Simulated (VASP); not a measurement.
The system is CdO (Monteponite).

```
Cd O
1.0
     0.00000    2.33373    2.33373
     2.33373    0.00000    2.33373
     2.33373    2.33373    0.00000
Cd O
1 1
Direct
  0.00000 0.00000 0.00000
  0.50000 0.50000 0.50000
```

Base run:

| Property | Result |
| --- | --- |
| Program | VASP 6.6.1 |
| Functional | revPBE |
| Potentials or basis | VASP PAW PBE potentials, release 64 (Cd, O) |
| Cutoff | 600 eV |
| k mesh | 10 × 10 × 10 |
| Occupations | fermi-dirac, width 0.05 eV |
| Spin | no spin polarisation |

Its results: band gap on the k mesh zero (band 9 reaches 2.34 eV, above the bottom of band 10 at 2.01 eV); pressure 14.2 GPa.

Q: The run is repeated on the same cell with these changes: functional from revPBE to LDA; potentials or basis from VASP PAW PBE potentials, release 64 (Cd, O) to VASP PAW LDA potentials, release 64 (Cd, O). What comes out?

A: Band gap on the k mesh zero (band 9 reaches 1.99 eV, above the bottom of band 10 at 1.51 eV); pressure -1.6 GPa.

Caveats: the PAW data sets were made with another functional, which shifts forces and pressure a little (some runs).
